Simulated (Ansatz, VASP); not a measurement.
## One calculation of NbH2, two programs

```
CELL_PARAMETERS angstrom
0.00000 2.31799 2.31799
2.31799 0.00000 2.31799
2.31799 2.31799 0.00000
ATOMIC_POSITIONS crystal
Nb 0.00000 0.00000 0.00000
H 0.25000 0.25000 0.25000
H 0.75000 0.75000 0.75000
```

Alike in both runs: task single point; functional r2SCAN; k mesh 16 × 16 × 16; occupations gaussian, width 0.1 eV; no spin polarisation.

|  | VASP | Ansatz |
| --- | --- | --- |
| version | VASP 6.6.1 | Ansatz 0.2.0 |
| potentials or method | VASP PAW PBE potentials, release 64 (Nb_sv, H), cutoff 520 eV | scalar-relativistic, plane waves, PAW |
| valence electrons in the cell | 15 | 15 |

Ansatz gave:

* gap on the k mesh at the Fermi level (eV): none
* pressure (GPa): -9.7

Task: What did VASP give for the same quantities?

Result: gap on the k mesh at the Fermi level (eV): none; pressure (GPa): -9.9.

VASP's potentials were made for PBE, not for r2SCAN. A gap of «none» marks a metal or a gap that the smearing closes.
